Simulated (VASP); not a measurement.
KCl, 4 atoms in the cell. The typed cell holds 4 atoms: a = 4.518 Å, b = 4.518 Å, c = 7.884 Å, α = 70.99°, β = 70.99°, γ = 58.48°.  This cell differs from its parent crystal: atoms displaced along a vibrational mode, the cell strained.

```yaml
Program: VASP 6.6.1
Task: single point
Functional: PBEsol
Potentials_or_basis: VASP PAW PBE potentials, release 64 (K_sv, Cl)
Cutoff: 520 eV
k_mesh: 6 × 6 × 6
Occupations: gaussian, width 0.05 eV
Spin: no spin polarisation
Dipole_correction: no
Further_INCAR_settings: ALGO = Normal; EDIFF = 1e-07; NBANDS = 24
```

Potentials or basis: VASP PAW PBE potentials, release 64 (K_sv, Cl).

Launch:

```bash
$ cat potpaw_PBE.64/K_sv/POTCAR potpaw_PBE.64/Cl/POTCAR > POTCAR
$ mpirun -np 1 vasp_std > vasp.out
```

Hardware: 1 thread of Intel Xeon 8259CL (shared host).

**Question.** Estimate the wall time of this run.

**Answer.** It took 12 min on 1 thread of Intel Xeon 8259CL, with other jobs on the host, peak memory 0.45 GiB. Counts: scf iterations 15, k points 112.
